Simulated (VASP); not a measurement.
Wanted: the native input for a VASP 6.6.1 run.

* Task: single point
* Functional: PBE
* Dispersion: D3(BJ)
* Potentials or basis: VASP PAW PBE potentials, release 64 (S, W_sv)
* Cutoff: 520 eV
* k mesh: 2 × 2 × 1
* Occupations: gaussian, width 0.05 eV
* Spin: no spin polarisation
* Dipole correction: yes
* Further INCAR settings: LREAL = Auto; ALGO = Normal; EDIFF = 1e-06; NBANDS = 136

The structure of WS2 lies in POSCAR:

```
WS2
1.0
    9.4716094134      0.0000000000      0.0000000000
   -4.7358047067      8.2026543667      0.0000000000
    0.0000000000      0.0000000000     19.1452666251
S W
18 9
Direct
    0.4444444444      0.2222222222      0.4178578526
    0.4444444444      0.5555555556      0.4178578526
    0.4444444444      0.8888888889      0.4178578526
    0.7777777778      0.2222222222      0.4178578526
    0.7777777778      0.5555555556      0.4178578526
    0.7777777778      0.8888888889      0.4178578526
    0.1111111111      0.2222222222      0.4178578526
    0.1111111111      0.5555555556      0.4178578526
    0.1111111111      0.8888888889      0.4178578526
    0.4444444444      0.2222222222      0.5826014396
    0.4444444444      0.5555555556      0.5826014396
    0.4444444444      0.8888888889      0.5826014396
    0.7777777778      0.2222222222      0.5826014396
    0.7777777778      0.5555555556      0.5826014396
    0.7777777778      0.8888888889      0.5826014396
    0.1111111111      0.2222222222      0.5826014396
    0.1111111111      0.5555555556      0.5826014396
    0.1111111111      0.8888888889      0.5826014396
    0.2222222222      0.1111111111      0.5002302906
    0.2222222222      0.4444444444      0.5002302906
    0.2222222222      0.7777777778      0.5002302906
    0.5555555556      0.1111111111      0.5002302906
    0.5555555556      0.4444444444      0.5002302906
    0.5555555556      0.7777777778      0.5002302906
    0.8888888889      0.1111111111      0.5002302906
    0.8888888889      0.4444444444      0.5002302906
    0.8888888889      0.7777777778      0.5002302906
```

The input as run:

INCAR

```
ALGO     = Normal         # electronic algorithm
DIPOL    = 0.5 0.5 0.500
EDIFF    = 1E-6           # SCF threshold, eV
ENCUT    = 520            # plane-wave cutoff, eV
GGA      = PE             # functional
IDIPOL   = 3            
ISIF     = 2              # what is computed and relaxed
ISMEAR   = 0              # smearing method
IVDW     = 12             # dispersion correction
LASPH    = True           # aspherical terms in the spheres
LCHARG   = False          # write CHGCAR
LDIPOL   = True         
LREAL    = Auto         
LWAVE    = False          # write WAVECAR
NBANDS   = 136            # bands
NELM     = 80             # most SCF steps
PREC     = Accurate       # precision mode
SIGMA    = 0.05           # smearing width, eV
```

KPOINTS

```
k-points
0
Gamma
  2 2 1
```

Potentials or basis: VASP PAW PBE potentials, release 64 (S, W_sv).

Command:

```console
$ cat potpaw_PBE.64/S/POTCAR potpaw_PBE.64/W_sv/POTCAR > POTCAR
$ mpirun -np 1 vasp_std > vasp.out
```

Results of the run:

```json
{"Largest force": "0.004 eV/Å", "Band gap on the k mesh": "1.93 eV", "Dispersion energy per atom": "-0.311 eV"}
```

Caveat: spin-orbit coupling is left out, which moves the levels of the heavy elements.

It took 37 min on 1 thread of Intel Xeon 8259CL, on a shared host, peak memory 1.4 GiB.
